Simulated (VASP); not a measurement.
# Ru (P6_3/mmc) in VASP: notebook

The runs below take Ru through single point, with PBEsol.

Program: VASP 6.6.1. These are calculated values, not measurements. Logs are shortened: lines on timing, memory, paths and dates and some standing lists are left out, and cuts for length are marked.

## Step 1: The cell of the first run

The structure is hexagonal, space group P6_3/mmc (No. 194). The conventional cell has a = 2.791 Å, b = 2.791 Å, c = 4.139 Å, α = 90.00°, β = 90.00°, γ = 120.00°. Within 3.5 Å of Ru (site symmetry -6m2) lie 12 Ru at 2.62 to 2.79 Å.

## Step 2: Single point, PBEsol (volume 13.960 Å^3 an atom, c/a of the conventional cell 1.4828)

Input file INCAR:

```
PREC = Accurate
ENCUT = 520
EDIFF = 1E-6
ISMEAR = 0
SIGMA = 0.15
LREAL = False
LASPH = True
NELM = 100
ALGO = Fast
ISIF = 2
LWAVE = False
LCHARG = True
GGA = PS
LELF = True
LVHAR = True
NBANDS = 21
```

Input file KPOINTS:

```
Automatic mesh
0
Gamma
  21 21 12
```

Input file POSCAR:

```
Ru
1.0
    2.7910486179      0.0000000000      0.0000000000
   -1.3955243089      2.4171190063      0.0000000000
    0.0000000000      0.0000000000      4.1385668907
Ru
2
Direct
    0.3333333333      0.6666666667      0.2500000000
    0.6666666667      0.3333333333      0.7500000000
```

Potentials or basis: VASP PAW PBE potentials, release 64 (Ru_pv).

On the command line:

```console
> cat potpaw_PBE.64/Ru_pv/POTCAR > POTCAR
> mpirun -np 1 vasp_std > vasp.out
```

OUTCAR:

```text
PREC = Accurate
   ENCUT = 520
   EDIFF = 1E-6
   ISMEAR = 0
   LREAL = False
   LASPH = True
   NELM = 100
   ISIF = 2
   GGA = PS

 ion  position               nearest neighbor table
   1  0.333  0.667  0.250-   2 2.62   2 2.62   2 2.62   2 2.62   2 2.62   2 2.62
   2  0.667  0.333  0.750-   1 2.62   1 2.62   1 2.62   1 2.62   1 2.62   1 2.62

  LATTYP: Found a hexagonal cell.
 ALAT       =     2.7910486179
 C/A-ratio  =     1.4828000000

  Lattice vectors:

 A1 = (   2.7910486179,   0.0000000000,   0.0000000000)
 A2 = (  -1.3955243089,   2.4171190063,   0.0000000000)
 A3 = (   0.0000000000,   0.0000000000,   4.1385668907)

Analysis of symmetry for initial positions (statically):
=====================================================================
 Subroutine PRICEL returns:
 Original cell was already a primitive cell.

 Routine SETGRP: Setting up the symmetry group for a
 hexagonal supercell.

 Subroutine GETGRP returns: Found 24 space group operations
 (whereof 12 operations were pure point group operations)
 out of a pool of 24 trial point group operations.

The static configuration has the point symmetry D_3d.
 The point group associated with its full space group is D_6h.

Analysis of symmetry for dynamics (positions and initial velocities):
=====================================================================
 Subroutine PRICEL returns:
 Original cell was already a primitive cell.

 Routine SETGRP: Setting up the symmetry group for a
 hexagonal supercell.

 Subroutine GETGRP returns: Found 24 space group operations
 (whereof 12 operations were pure point group operations)
 out of a pool of 24 trial point group operations.

The dynamic configuration has the point symmetry D_3d.
 The point group associated with its full space group is D_6h.

 Subroutine INISYM returns: Found 24 space group operations
 (whereof 12 operations are pure point group operations),
 and found     1 'primitive' translations

----------------------------------------------------------------------------------------

                                     Primitive cell

  volume of cell :      27.9200

  direct lattice vectors                    reciprocal lattice vectors
     2.791048618  0.000000000  0.000000000     0.358288277  0.206857833  0.000000000
    -1.395524309  2.417119006  0.000000000     0.000000000  0.413715666  0.000000000
     0.000000000  0.000000000  4.138566891     0.000000000  0.000000000  0.241629537

  length of vectors
     2.791048618  2.791048618  4.138566891     0.413715666  0.413715666  0.241629537

  position of ions in fractional coordinates (direct lattice)
     0.333333333  0.666666667  0.250000000
     0.666666667  0.333333333  0.750000000

  ion indices of the primitive-cell ions
   primitive index   ion index
                 1           1
                 2           2

----------------------------------------------------------------------------------------

 KPOINTS: Automatic mesh

Automatic generation of k-mesh.
 Grid dimensions read from file:
 generate k-points for:   21   21   12

 Generating k-lattice:

  Cartesian coordinates                     Fractional coordinates (reciprocal lattice)
     0.017061347  0.009850373  0.000000000     0.047619048  0.000000000  0.000000000
     0.000000000  0.019700746  0.000000000     0.000000000  0.047619048  0.000000000
     0.000000000  0.000000000  0.020135795     0.000000000  0.000000000  0.083333333

  Length of vectors
     0.019700746  0.019700746  0.020135795

  Shift w.r.t. Gamma in fractional coordinates (k-lattice)
     0.000000000  0.000000000  0.000000000

 Subroutine IBZKPT returns following result:
 ===========================================

 Found    336 irreducible k-points:

 Following reciprocal coordinates:
            Coordinates               Weight
  0.000000  0.000000  0.000000      1.000000
  0.047619  0.000000  0.000000      6.000000
  0.095238 -0.000000  0.000000      6.000000
  0.142857 -0.000000  0.000000      6.000000
  0.190476 -0.000000  0.000000      6.000000
  0.238095 -0.000000  0.000000      6.000000
[... 16 lines left out ...]
  0.142857  0.095238  0.000000     12.000000
  0.190476  0.095238  0.000000     12.000000
 [... further k-points ...]
   k-points           NKPTS =    336   k-points in BZ     NKDIM =    336   number of bands    NBANDS=     21
   number of dos      NEDOS =    301   number of ions     NIONS =      2
   total plane-waves  NPLWV =  18432
   dimension x,y,z NGX =    24 NGY =   24 NGZ =   32
   dimension x,y,z NGXF=    48 NGYF=   48 NGZF=   64
   ions per type =               2
   NGX,Y,Z   is equivalent  to a cutoff of  14.30, 14.30, 12.85 a.u.
   NGXF,Y,Z  is equivalent  to a cutoff of  28.59, 28.59, 25.71 a.u.
 SYSTEM =  unknown system
   PREC   = accura    normal or accurate (medium, high low for compatibility)
   ISTART =      0    job   : 0-new  1-cont  2-samecut
   ICHARG =      2    charge: 1-file 2-atom 10-const
   ISPIN  =      1    spin polarized calculation?
   LNONCOLLINEAR =      F non collinear calculations
   LSORBIT =      F    spin-orbit coupling
   LASPH  =      T    aspherical Exc in radial PAW
   ENCUT  =  520.0 eV  38.22 Ry    6.18 a.u.   5.19  5.19  7.69*2*pi/ulx,y,z
   NELM   =    100;   NELMIN=  2; NELMDL= -5     # of ELM steps
   EDIFF  = 0.1E-05   stopping-criterion for ELM
   LREAL  =      F    real-space projection
   EDIFFG = 0.1E-04   stopping-criterion for IOM
   NSW    =      0    number of steps for IOM
   IBRION =     -1    ionic relax: 0-MD 1-quasi-New 2-CG
   NFREE  =      0    steps in history (QN), initial steepest desc. (CG)
   ISIF   =      2    stress and relaxation
   ISYM   =      2    0-nonsym 1-usesym 2-fastsym
   POTIM  = 0.5000    time-step for ionic-motion
   TEBEG  =    0.0;   TEEND  =   0.0 temperature during run
   PSTRESS=    0.0 pullay stress
   NELECT =      28.0000    total number of electrons
   NUPDOWN=      -1.0000    fix difference up-down
   EMIN   =  10.00;   EMAX   =-10.00  energy-range for DOS
   EFERMI =   0.00;   METHOD = LEGACY
   ISMEAR =     0;   SIGMA  =   0.15  broadening in eV -4-tet -1-fermi 0-gaus
   EFERMI_NEDOS =   21; number of points for ismear=-14 and -15
   IALGO  =     68    algorithm
   IMIX   =      4    mixing-type and parameters
     AMIX     =   0.40;   BMIX     =  1.00
     AMIX_MAG =   1.60;   BMIX_MAG =  1.00
  volume/ion in A,a.u.               =      13.96        94.21
  Fermi-wavevector in a.u.,A,eV,Ry     =   1.638661  3.096620 36.534485  2.685209
  Thomas-Fermi vector in A             =   2.729596
   LORBIT       =      0    0 simple, 1 ext, 2 COOP (PROOUT), +10 PAW based schemes
   GGA     = PS    functional components
   LHFCALC =     F    Hartree Fock is set to
   AEXX    =    0.0000 exact exchange contribution
   IVDW    =     0    specifies the selected vdW correction
   LEPSILON=     F    determine dielectric tensor
   LRPA    =     F    only Hartree local field effects (RPA)
 non-spin polarized calculation
 RMM-DIIS sequential band-by-band and
 Gauss-broadening in eV      SIGMA  =   0.15
  energy-cutoff  :      520.00
  volume of cell :       27.92
 maximum number of plane-waves:       772
 NGX is ok and might be reduce to    24
   NGX = 11   NGY = 11   NGZ = 15

 number of electron      27.9999994 magnetization

 Free energy of the ion-electron system (eV)
  ---------------------------------------------------
  ext. energy  EPLUGINS =         0.00000000
  ---------------------------------------------------
  free energy    TOTEN  =       -20.20563787 eV

  energy without entropy =      -20.18691327  energy(sigma->0) =      -20.19627557

 E-fermi :  12.2199     XC(G=0): -14.1017

 val. band max:       12.2164185682   @ k =   0.3810   0.0476   0.4167
 cond. band min:      12.2211590289   @ k =   0.2381   0.0476   0.0833
 fundamental gap:      0.0047404606
 Fermi energy:        12.2198841874

 k-point     1 :       0.0000    0.0000    0.0000
  band No.  band energies     occupation
      1     -31.3883      2.00000
      2     -30.5217      2.00000
      3     -30.5217      2.00000
      4     -30.3039      2.00000
      5     -30.3039      2.00000
      6     -30.1970      2.00000
[... 13 lines left out ...]
     20      22.5208      0.00000
     21      23.0550      0.00000

 k-point     2 :       0.0476    0.0000    0.0000
  band No.  band energies     occupation
      1     -31.3810      2.00000
      2     -30.5337      2.00000
      3     -30.5265      2.00000
      4     -30.3170      2.00000
      5     -30.3050      2.00000
      6     -30.2015      2.00000
[... 13 lines left out ...]
     20      22.5208      0.00000
     21      23.0470      0.00000

 k-point     3 :       0.0952   -0.0000    0.0000
  band No.  band energies     occupation
      1     -31.3594      2.00000
      2     -30.5688      2.00000
      3     -30.5404      2.00000
      4     -30.3548      2.00000
      5     -30.3082      2.00000
      6     -30.2150      2.00000
[... 13 lines left out ...]
     20      22.5222      0.00000
     21      23.0196      0.00000

 k-point     4 :       0.1429   -0.0000    0.0000
  band No.  band energies     occupation
      1     -31.3243      2.00000
      2     -30.6239      2.00000
      3     -30.5616      2.00000
      4     -30.4133      2.00000
      5     -30.3138      2.00000
      6     -30.2374      2.00000
[... 13 lines left out ...]
     20      22.5207      0.00000
     21      22.9669      0.00000

 k-point     5 :       0.1905   -0.0000    0.0000
  band No.  band energies     occupation
      1     -31.2772      2.00000
      2     -30.6944      2.00000
      3     -30.5879      2.00000
      4     -30.4864      2.00000
      5     -30.3215      2.00000
      6     -30.2682      2.00000
[... 13 lines left out ...]
     20      22.5207      0.00000
     21      22.8892      0.00000

 k-point     6 :       0.2381   -0.0000    0.0000
  band No.  band energies     occupation
      1     -31.2202      2.00000
      2     -30.7741      2.00000
      3     -30.6166      2.00000
      4     -30.5669      2.00000
      5     -30.3309      2.00000
      6     -30.3069      2.00000
[... 13 lines left out ...]
     20      22.7813      0.00000
     21      25.8882      0.00000

 k-point     7 :       0.2857   -0.0000    0.0000
  band No.  band energies     occupation
      1     -31.1559      2.00000
      2     -30.8560      2.00000
      3     -30.6474      2.00000
      4     -30.6452      2.00000
      5     -30.3525      2.00000
      6     -30.3412      2.00000
[... 13 lines left out ...]
     20      22.6361      0.00000
     21      24.3302      0.00000
[... 291 lines left out ...]
      1     -31.0563      2.00000
      2     -30.9383      2.00000
      3     -30.8366      2.00000
      4     -30.7178      2.00000
      5     -30.5228      2.00000
      6     -30.3770      2.00000
[... 13 lines left out ...]
     20      24.1666      0.00000
     21      24.3244      0.00000

 k-point    21 :       0.4762    0.0476    0.0000
  band No.  band energies     occupation
      1     -31.0686      2.00000
      2     -30.9193      2.00000
      3     -30.8467      2.00000
      4     -30.7227      2.00000
      5     -30.5390      2.00000
      6     -30.3788      2.00000
[... 13 lines left out ...]
     20      23.9675      0.00000
     21      24.6245      0.00000

 k-point    22 :       0.0952    0.0952    0.0000
  band No.  band energies     occupation
      1     -31.3038      2.00000
      2     -30.6429      2.00000
      3     -30.5930      2.00000
      4     -30.4309      2.00000
      5     -30.3249      2.00000
      6     -30.2507      2.00000
[... 13 lines left out ...]
     20      22.5207      0.00000
     21      22.9377      0.00000

 k-point    23 :       0.1429    0.0952    0.0000
  band No.  band energies     occupation
      1     -31.2576      2.00000
      2     -30.7011      2.00000
      3     -30.6389      2.00000
      4     -30.4823      2.00000
      5     -30.3387      2.00000
      6     -30.2814      2.00000
[... 13 lines left out ...]
     20      22.5206      0.00000
     21      22.8702      0.00000

 k-point    24 :       0.1905    0.0952    0.0000
  band No.  band energies     occupation
      1     -31.2015      2.00000
      2     -30.7727      2.00000
      3     -30.6863      2.00000
      4     -30.5382      2.00000
      5     -30.3531      2.00000
      6     -30.3199      2.00000
[... 13 lines left out ...]
     20      22.7950      0.00000
     21      25.6417      0.00000

 [... further k-points ...]

------------------------ aborting loop because EDIFF is reached ----------------------------------------

  FORCE on cell =-STRESS in cart. coord.  units (eV):
  Direction    XX          YY          ZZ          XY          YZ          ZX
  --------------------------------------------------------------------------------------
  -------------------------------------------------------------------------------------
  Total       -3.5690804     -3.5690804      0.6029516     -0.0000000      0.0000000     -0.0000000
  in kB     -204.8101598   -204.8101598     34.6001213     -0.0000000      0.0000000     -0.0000000
  external PRESSURE =    -125.0067328 kB  Pullay stress =       0.0000000 kB

 VOLUME and BASIS-vectors are now :
 -----------------------------------------------------------------------------
  energy-cutoff  :      520.00
  volume of cell :       27.92
      direct lattice vectors                 reciprocal lattice vectors
     2.791048618  0.000000000  0.000000000     0.358288277  0.206857833  0.000000000
    -1.395524309  2.417119006  0.000000000     0.000000000  0.413715666  0.000000000
     0.000000000  0.000000000  4.138566891     0.000000000  0.000000000  0.241629537

 POSITION                                       TOTAL-FORCE (eV/Angst)
 -----------------------------------------------------------------------------------
     -0.00000      1.61141      1.03464        -0.000000      0.000000      0.000000
      1.39552      0.80571      3.10393         0.000000     -0.000000      0.000000
 -----------------------------------------------------------------------------------
    total drift:                               -0.000000      0.000000     -0.000000

  FREE ENERGIE OF THE ION-ELECTRON SYSTEM (eV)
  ---------------------------------------------------
  free  energy   TOTEN  =       -20.2056378670 eV

  energy  without entropy=      -20.1869132656  energy(sigma->0) =      -20.19627557
```

It took 2 min on 1 thread of Intel Xeon Platinum 8259CL at 2.50GHz (Skylake/Cascade Lake), shared host; peak memory 0.27 GiB.

Results:

```
Free energy            : -20.2056 eV
Pressure               : -12.5 GPa
Band gap on the k mesh : zero (band 14 reaches 13.46 eV, above the bottom of band 15 at 10.46 eV)
```

Levels at points of the mesh, in eV from the Fermi level:
| k point | band 11 | band 12 | band 13 | band 14 | band 15 | band 16 | band 17 | band 18 |
| --- | --- | --- | --- | --- | --- | --- | --- | --- |
| (0.00, 0.00, 0.00) | -1.83 | -1.83 | -1.79 | -1.79 | -1.76 | 1.13 | 1.13 | 1.96 |
| (0.00, 0.00, 0.50) | -2.93 | -2.93 | -2.32 | -2.32 | 0.59 | 0.59 | 0.59 | 0.59 |

Caveat: the PAW data sets were made with another functional, which shifts forces and pressure a little.

## Step 3: Single point, PBEsol (volume 13.960 Å^3 an atom, c/a of the conventional cell 1.5311)

Input file INCAR:

```
SYSTEM = Ru
PREC = Accurate ; ENCUT = 520
EDIFF = 1E-6 ; ISMEAR = 0
SIGMA = 0.15 ; LREAL = .False.
LASPH = .True. ; NELM = 60
ALGO = Fast ; ISIF = 2
LWAVE = .False. ; LCHARG = .False.
GGA = PS ; NBANDS = 21
```

Input file KPOINTS:

```
Automatic mesh
0
Gamma
  21 21 12
  0 0 0
```

Input file POSCAR:

```
Ru
1.0
    2.7613857239      0.0000000000      0.0000000000
   -1.3806928619      2.3914301865      0.0000000000
    0.0000000000      0.0000000000      4.2279576818
Ru
2
Direct
    0.3333333333      0.6666666667      0.2500000000
    0.6666666667      0.3333333333      0.7500000000
```

Potentials or basis: VASP PAW PBE potentials, release 64 (Ru_pv).

On the command line:

```console
> cat potpaw_PBE.64/Ru_pv/POTCAR > POTCAR
> mpirun -np 1 vasp_std > vasp.out
```

It took 1.9 min on 1 thread of Intel Xeon Platinum 8259CL at 2.50GHz (Skylake/Cascade Lake), shared host; peak memory 0.26 GiB.

Results (log left out):

```
Free energy            : -20.2717 eV
Pressure               : -13.9 GPa
Band gap on the k mesh : zero (band 14 reaches 13.57 eV, above the bottom of band 15 at 10.57 eV)
```

Stress tensor (GPa, compression positive):
```
-17.72   0.00   0.00
  0.00 -17.72   0.00
  0.00   0.00  -6.28
```

Levels at points of the mesh, in eV from the Fermi level:
| k point | band 12 | band 13 | band 14 | band 15 | band 16 | band 17 |
| --- | --- | --- | --- | --- | --- | --- |
| (0.00, 0.00, 0.00) | -1.82 | -1.82 | -1.59 | -1.59 | 1.13 | 1.13 |
| (0.00, 0.00, 0.50) | -2.79 | -2.49 | -2.49 | 0.54 | 0.54 | 0.54 |

Caveat: the PAW data sets were made with another functional, which shifts forces and pressure a little.

## Step 4: Single point, PBEsol (volume 13.960 Å^3 an atom, c/a of the conventional cell 1.6857)

Input file INCAR:

```
ALGO = Fast
EDIFF = 1E-6
ENCUT = 520
GGA = PS
ISIF = 2
ISMEAR = 0
LASPH = True
LCHARG = False
LREAL = False
LWAVE = False
NBANDS = 21
NELM = 100
PREC = Accurate
SIGMA = 0.15
```

Input file KPOINTS:

```
k-points
0
Gamma
  21 21 12
```

Input file POSCAR:

```
Ru
1.0
    2.6742468842      0.0000000000      0.0000000000
   -1.3371234421      2.3159657378      0.0000000000
    0.0000000000      0.0000000000      4.5079779728
Ru
2
Direct
    0.3333333333      0.6666666667      0.2500000000
    0.6666666667      0.3333333333      0.7500000000
```

On the command line:

```console
> cat potpaw_PBE.64/Ru_pv/POTCAR > POTCAR
> mpirun -np 1 vasp_std > vasp.out
```

It took 2.1 min on 1 thread of Intel Xeon Platinum 8259CL at 2.50GHz (Skylake/Cascade Lake), shared host; peak memory 0.26 GiB.

It converged, with:

```yaml
Free_energy: -20.1793 eV
Pressure: -13.8 GPa
Band_gap_on_the_k_mesh: zero (band 14 reaches 13.79 eV, above the bottom of band 15 at 10.86 eV)
```

Stress tensor (GPa, compression positive):
```
 -4.39   0.00   0.00
  0.00  -4.39   0.00
  0.00   0.00 -32.70
```

Levels at points of the mesh, in eV from the Fermi level:
```tsv
k point	band 11	band 12	band 13	band 14	band 15	band 16	band 17	band 18
(0.00, 0.00, 0.00)	-2.45	-1.93	-1.93	-0.87	-0.87	0.53	1.16	1.16
(0.00, 0.00, 0.50)	-2.49	-2.49	-2.49	-2.49	0.52	0.52	0.52	0.52
```

Caveat: the PAW data sets were made with another functional, which shifts forces and pressure a little.

## Step 5: Summary

| cell | gap on the mesh (eV) | pressure (GPa) |
| --- | --- | --- |
| a = 2.791, b = 2.791, c = 4.139 Å, angles 90.0, 90.0, 120.0°, 2 atoms | none | -12.5 |
| a = 2.761, b = 2.761, c = 4.228 Å, angles 90.0, 90.0, 120.0°, 2 atoms | none | -13.9 |
| a = 2.674, b = 2.674, c = 4.508 Å, angles 90.0, 90.0, 120.0°, 2 atoms | none | -13.8 |

Alike in all rows: task single point; level PBEsol; potentials or basis VASP PAW PBE potentials, release 64 (Ru_pv); no spin polarisation; k mesh 21 × 21 × 12; cutoff (eV) 520; smearing gaussian 0.15 eV.

Caveats: the PAW data sets were made with another functional, which shifts forces and pressure a little.

Absolute energies hang on the potentials; compare differences alone.
